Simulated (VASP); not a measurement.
# Ni3Ge (P4/mmm) in VASP: notebook, part 2 of 2

VASP 6.6.1. Earlier steps stand in the parts before.

## 3. Single point, PBEsol (biaxial strain in the a-b plane: +4.5 %)

Contents of INCAR:

```
SYSTEM = Ni3Ge
PREC = Accurate
ENCUT = 520
EDIFF = 1E-6
ISMEAR = 0
SIGMA = 0.1
LREAL = .False.
LASPH = .True.
NELM = 60
ALGO = Fast
ISIF = 2
LWAVE = .False.
LCHARG = .False.
GGA = PS
NBANDS = 30
```

Contents of KPOINTS:

```
Automatic mesh
0
Gamma
  14 14 14
  0 0 0
```

Contents of POSCAR:

```
Ni3Ge
1.0
    3.6835354398      0.0000000000      0.0000000000
    0.0000000000      3.6835354398      0.0000000000
    0.0000000000      0.0000000000      3.4297416104
Ni Ge
3 1
Direct
    0.5000000000      0.0000000000      0.5000000000
    0.0000000000      0.5000000000      0.5000000000
    0.5000000000      0.5000000000      0.0000000000
    0.0000000000      0.0000000000      0.0000000000
```

Potentials or basis: VASP PAW PBE potentials, release 64 (Ni, Ge_d).

On the command line:

```sh
cat potpaw_PBE.64/Ni/POTCAR potpaw_PBE.64/Ge_d/POTCAR > POTCAR
mpirun -np 1 vasp_std > vasp.out
```

OUTCAR:

```text
SYSTEM = Ni3Ge
   PREC = Accurate
   ENCUT = 520
   EDIFF = 1E-6
   ISMEAR = 0
   LREAL = .False.
   LASPH = .True.
   NELM = 60
   ISIF = 2
   GGA = PS

 ion  position               nearest neighbor table
   1  0.500  0.000  0.500-   3 2.52   4 2.52   3 2.52   4 2.52   3 2.52   3 2.52   4 2.52   4 2.52
                             2 2.60   2 2.60   2 2.60   2 2.60
   2  0.000  0.500  0.500-   3 2.52   4 2.52   3 2.52   4 2.52   4 2.52   4 2.52   3 2.52   3 2.52
                             1 2.60   1 2.60   1 2.60   1 2.60
   3  0.500  0.500  0.000-   1 2.52   2 2.52   1 2.52   2 2.52   1 2.52   1 2.52   2 2.52   2 2.52
                             4 2.60   4 2.60   4 2.60   4 2.60
   4  0.000  0.000  0.000-   1 2.52   2 2.52   1 2.52   2 2.52   2 2.52   2 2.52   1 2.52   1 2.52
                             3 2.60   3 2.60   3 2.60   3 2.60

  LATTYP: Found a simple tetragonal cell.
 ALAT       =     3.6835354398
 C/A-ratio  =     0.9311004785

  Lattice vectors:

 A1 = (   3.6835354398,   0.0000000000,   0.0000000000)
 A2 = (   0.0000000000,   3.6835354398,   0.0000000000)
 A3 = (   0.0000000000,   0.0000000000,   3.4297416104)

Analysis of symmetry for initial positions (statically):
=====================================================================
 Subroutine PRICEL returns:
 Original cell was already a primitive cell.

 Routine SETGRP: Setting up the symmetry group for a
 simple tetragonal supercell.

 Subroutine GETGRP returns: Found 16 space group operations
 (whereof 16 operations were pure point group operations)
 out of a pool of 16 trial point group operations.

The static configuration has the point symmetry D_4h.

Analysis of symmetry for dynamics (positions and initial velocities):
=====================================================================
 Subroutine PRICEL returns:
 Original cell was already a primitive cell.

 Routine SETGRP: Setting up the symmetry group for a
 simple tetragonal supercell.

 Subroutine GETGRP returns: Found 16 space group operations
 (whereof 16 operations were pure point group operations)
 out of a pool of 16 trial point group operations.

The dynamic configuration has the point symmetry D_4h.

 Subroutine INISYM returns: Found 16 space group operations
 (whereof 16 operations are pure point group operations),
 and found     1 'primitive' translations

----------------------------------------------------------------------------------------

                                     Primitive cell

  volume of cell :      46.5362

  direct lattice vectors                    reciprocal lattice vectors
     3.683535440  0.000000000  0.000000000     0.271478317  0.000000000  0.000000000
     0.000000000  3.683535440  0.000000000     0.000000000  0.271478317  0.000000000
     0.000000000  0.000000000  3.429741610     0.000000000  0.000000000  0.291567154

  length of vectors
     3.683535440  3.683535440  3.429741610     0.271478317  0.271478317  0.291567154

  position of ions in fractional coordinates (direct lattice)
     0.500000000  0.000000000  0.500000000
     0.000000000  0.500000000  0.500000000
     0.500000000  0.500000000  0.000000000
     0.000000000  0.000000000  0.000000000

  ion indices of the primitive-cell ions
   primitive index   ion index
                 1           1
                 2           2
                 3           3
                 4           4

----------------------------------------------------------------------------------------

[... 31 lines left out ...]
  0.357143  0.000000  0.000000      4.000000
[... 16 lines left out ...]
  0.285714  0.214286  0.000000      8.000000
  0.357143  0.214286  0.000000      8.000000
 [... further k-points ...]
   k-points           NKPTS =    288   k-points in BZ     NKDIM =    288   number of bands    NBANDS=     30
   number of dos      NEDOS =    301   number of ions     NIONS =      4
   total plane-waves  NPLWV =  21952
   dimension x,y,z NGX =    28 NGY =   28 NGZ =   28
   dimension x,y,z NGXF=    56 NGYF=   56 NGZF=   56
   ions per type =               3   1
   NGX,Y,Z   is equivalent  to a cutoff of  12.64, 12.64, 13.57 a.u.
   NGXF,Y,Z  is equivalent  to a cutoff of  25.27, 25.27, 27.14 a.u.
 SYSTEM =  Ni3Ge
   PREC   = accura    normal or accurate (medium, high low for compatibility)
   ISTART =      0    job   : 0-new  1-cont  2-samecut
   ICHARG =      2    charge: 1-file 2-atom 10-const
   ISPIN  =      1    spin polarized calculation?
   LNONCOLLINEAR =      F non collinear calculations
   LSORBIT =      F    spin-orbit coupling
   LASPH  =      T    aspherical Exc in radial PAW
   ENCUT  =  520.0 eV  38.22 Ry    6.18 a.u.   6.85  6.85  6.38*2*pi/ulx,y,z
   NELM   =     60;   NELMIN=  2; NELMDL= -5     # of ELM steps
   EDIFF  = 0.1E-05   stopping-criterion for ELM
   LREAL  =      F    real-space projection
   EDIFFG = 0.1E-04   stopping-criterion for IOM
   NSW    =      0    number of steps for IOM
   IBRION =     -1    ionic relax: 0-MD 1-quasi-New 2-CG
   NFREE  =      0    steps in history (QN), initial steepest desc. (CG)
   ISIF   =      2    stress and relaxation
   ISYM   =      2    0-nonsym 1-usesym 2-fastsym
   POTIM  = 0.5000    time-step for ionic-motion
   TEBEG  =    0.0;   TEEND  =   0.0 temperature during run
   PSTRESS=    0.0 pullay stress
   NELECT =      44.0000    total number of electrons
   NUPDOWN=      -1.0000    fix difference up-down
   EMIN   =  10.00;   EMAX   =-10.00  energy-range for DOS
   EFERMI =   0.00;   METHOD = LEGACY
   ISMEAR =     0;   SIGMA  =   0.10  broadening in eV -4-tet -1-fermi 0-gaus
   EFERMI_NEDOS =   21; number of points for ismear=-14 and -15
   IALGO  =     68    algorithm
   IMIX   =      4    mixing-type and parameters
     AMIX     =   0.40;   BMIX     =  1.00
     AMIX_MAG =   1.60;   BMIX_MAG =  1.00
  volume/ion in A,a.u.               =      11.63        78.51
  Fermi-wavevector in a.u.,A,eV,Ry     =   1.606801  3.036413 35.127638  2.581809
  Thomas-Fermi vector in A             =   2.702931
   LORBIT       =      0    0 simple, 1 ext, 2 COOP (PROOUT), +10 PAW based schemes
   GGA     = PS    functional components
   LHFCALC =     F    Hartree Fock is set to
   AEXX    =    0.0000 exact exchange contribution
   IVDW    =     0    specifies the selected vdW correction
   LEPSILON=     F    determine dielectric tensor
   LRPA    =     F    only Hartree local field effects (RPA)
 non-spin polarized calculation
 RMM-DIIS sequential band-by-band and
 Gauss-broadening in eV      SIGMA  =   0.10
  energy-cutoff  :      520.00
  volume of cell :       46.54
 maximum number of plane-waves:      1281
 NGX is ok and might be reduce to    28
   NGX = 13   NGY = 13   NGZ = 13

 number of electron      43.9999983 magnetization

 Free energy of the ion-electron system (eV)
  ---------------------------------------------------
  ext. energy  EPLUGINS =         0.00000000
  ---------------------------------------------------
  free energy    TOTEN  =       -24.59137055 eV

  energy without entropy =      -24.58249393  energy(sigma->0) =      -24.58693224

 E-fermi :   9.4021     XC(G=0): -13.3177

 val. band max:        9.3991221793   @ k =   0.5000   0.0714   0.0714
 cond. band min:       9.4158695189   @ k =   0.5000   0.3571   0.3571
 fundamental gap:      0.0167473397
 Fermi energy:         9.4020592052

 k-point     1 :       0.0000    0.0000    0.0000
  band No.  band energies     occupation
      1     -15.1680      2.00000
      2     -15.1571      2.00000
      3     -15.1541      2.00000
      4     -15.1541      2.00000
      5     -15.1407      2.00000
      6      -2.7204      2.00000
[... 781 lines left out ...]
     29      19.0119      0.00000
     30      20.7685      0.00000

 [... further k-points ...]

------------------------ aborting loop because EDIFF is reached ----------------------------------------

  FORCE on cell =-STRESS in cart. coord.  units (eV):
  Direction    XX          YY          ZZ          XY          YZ          ZX
  --------------------------------------------------------------------------------------
  -------------------------------------------------------------------------------------
  Total       -3.8578168     -3.8578168     -1.7174059      0.0000000     -0.0000000      0.0000000
  in kB     -132.8192641   -132.8192641    -59.1278950      0.0000000     -0.0000000      0.0000000
  external PRESSURE =    -108.2554744 kB  Pullay stress =       0.0000000 kB

 VOLUME and BASIS-vectors are now :
 -----------------------------------------------------------------------------
  energy-cutoff  :      520.00
  volume of cell :       46.54
      direct lattice vectors                 reciprocal lattice vectors
     3.683535440  0.000000000  0.000000000     0.271478317  0.000000000  0.000000000
     0.000000000  3.683535440  0.000000000     0.000000000  0.271478317  0.000000000
     0.000000000  0.000000000  3.429741610     0.000000000  0.000000000  0.291567154

 POSITION                                       TOTAL-FORCE (eV/Angst)
 -----------------------------------------------------------------------------------
      1.84177      0.00000      1.71487         0.000000      0.000000      0.000000
      0.00000      1.84177      1.71487         0.000000      0.000000      0.000000
      1.84177      1.84177      0.00000         0.000000      0.000000      0.000000
      0.00000      0.00000      0.00000         0.000000      0.000000      0.000000
 -----------------------------------------------------------------------------------
    total drift:                                0.000000      0.000000      0.000000

  FREE ENERGIE OF THE ION-ELECTRON SYSTEM (eV)
  ---------------------------------------------------
  free  energy   TOTEN  =       -24.5913705497 eV

  energy  without entropy=      -24.5824939304  energy(sigma->0) =      -24.58693224
```

OSZICAR:

```text
N       E                     dE             d eps       ncg     rms          rms(c)
DAV:   1     0.318114673566E+03    0.31811E+03   -0.19974E+04 18830   0.329E+03
DAV:   2     0.130091607552E+02   -0.30511E+03   -0.29021E+03 17298   0.552E+02
DAV:   3    -0.267759657249E+02   -0.39785E+02   -0.38825E+02 18444   0.166E+02
DAV:   4    -0.280755370795E+02   -0.12996E+01   -0.12979E+01 19854   0.344E+01
DAV:   5    -0.281018390481E+02   -0.26302E-01   -0.26301E-01 22582   0.432E+00    0.178E+01
RMM:   6    -0.279629924288E+02    0.13885E+00   -0.34730E+01 21263   0.559E+01    0.164E+01
RMM:   7    -0.246768021913E+02    0.32862E+01   -0.73110E+00 21299   0.285E+01    0.343E+00
RMM:   8    -0.246567722189E+02    0.20030E-01   -0.24291E-01 23369   0.463E+00    0.307E+00
RMM:   9    -0.245961071326E+02    0.60665E-01   -0.80528E-02 24844   0.278E+00    0.584E-01
RMM:  10    -0.245919518391E+02    0.41553E-02   -0.13977E-02 25586   0.887E-01    0.208E-01
RMM:  11    -0.245913652114E+02    0.58663E-03   -0.38617E-03 25303   0.681E-01    0.142E-01
RMM:  12    -0.245913390877E+02    0.26124E-04   -0.12082E-03 28893   0.236E-01    0.504E-02
RMM:  13    -0.245913643664E+02   -0.25279E-04   -0.27801E-04 28658   0.125E-01    0.215E-02
RMM:  14    -0.245913691803E+02   -0.48139E-05   -0.71373E-05 26201   0.638E-02    0.141E-02
RMM:  15    -0.245913699443E+02   -0.76405E-06   -0.28770E-05 26721   0.393E-02    0.315E-03
RMM:  16    -0.245913705497E+02   -0.60540E-06   -0.60289E-06 19112   0.141E-02
   1 F= -.24591371E+02 E0= -.24586932E+02  d E =-.887662E-02
```

stdout:

```text
POSCAR found type information on POSCAR NiGe
 POSCAR found :  2 types and       4 ions
 scaLAPACK will be used
 -----------------------------------------------------------------------------
|                                                                             |
|                                                                             |
|     You enforced a specific xc type in the INCAR file but a different       |
|     I HOPE YOU KNOW WHAT YOU ARE DOING!                                     |
|                                                                             |
 -----------------------------------------------------------------------------

 LDA part: xc-table for (Slater+PW92), standard interpolation
 POSCAR, INCAR and KPOINTS ok, starting setup
 FFT: planning ... GRIDC
 FFT: planning ... GRID_SOFT
 FFT: planning ... GRID
 WAVECAR not read
 entering main loop
WARNING in EDDRMM: call to ZHEGV failed, returncode =   6  3     17
WARNING in EDDRMM: call to ZHEGV failed, returncode =   6  3      9
WARNING in EDDRMM: call to ZHEGV failed, returncode =   6  3     16
WARNING in EDDRMM: call to ZHEGV failed, returncode =   6  3     19
```

Run time: 4.8 min. Hardware: 1 thread of AMD EPYC 9R45 (Zen 5), shared host; peak memory 0.4 GiB.

Results:

| Item | Value |
| --- | --- |
| Free energy | -24.5914 eV |
| Pressure | -10.8 GPa |
| Band gap on the k mesh | zero (bands 22 and 23 overlap by 0.35 eV) |

Caveat: the cell differs from its parent crystal (biaxial strain in the a-b plane: +4.5 %); the stress differs along the axes, from -13 to -6 GPa; the PAW data sets were made with another functional, which shifts forces and pressure a little.
